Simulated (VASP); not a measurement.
Here is a VASP 6.6.1 calculation.

INCAR

```
PREC = Accurate
ENCUT = 600
EDIFF = 1E-6
ISMEAR = 0
SIGMA = 0.1
LREAL = F
LASPH = T
NELM = 60
ALGO = Fast
ISIF = 4
LWAVE = F
LCHARG = F
GGA = PS
IBRION = 2
NSW = 50
EDIFFG = -0.01
```

File KPOINTS:

```
Automatic mesh
0
Gamma
  18 18 10
```

Contents of POSCAR:

```
Ti
1.0
    2.7771979618      0.0000000000      0.0000000000
   -1.3885989809      2.4051239862      0.0000000000
    0.0000000000      0.0000000000      4.4066376809
Ti
2
Direct
    0.3333333333      0.6666666667      0.2500000000
    0.6666666667      0.3333333333      0.7500000000
```

Potentials or basis: VASP PAW PBE potentials, release 64 (Ti_sv).

Command:

```bash
$ cat potpaw_PBE.64/Ti_sv/POTCAR > POTCAR
$ mpirun -np 1 vasp_std > vasp.out
```

Estimate the band gap on the k mesh.

zero (band 12 reaches 11.00 eV, above the bottom of band 13 at 9.77 eV).

Final structure:
```
CELL_PARAMETERS angstrom
2.77642 0.00000 0.00000
-1.38821 2.40445 0.00000
0.00000 0.00000 4.40912
ATOMIC_POSITIONS crystal
Ti 0.33333 0.66667 0.25000
Ti 0.66667 0.33333 0.75000
```
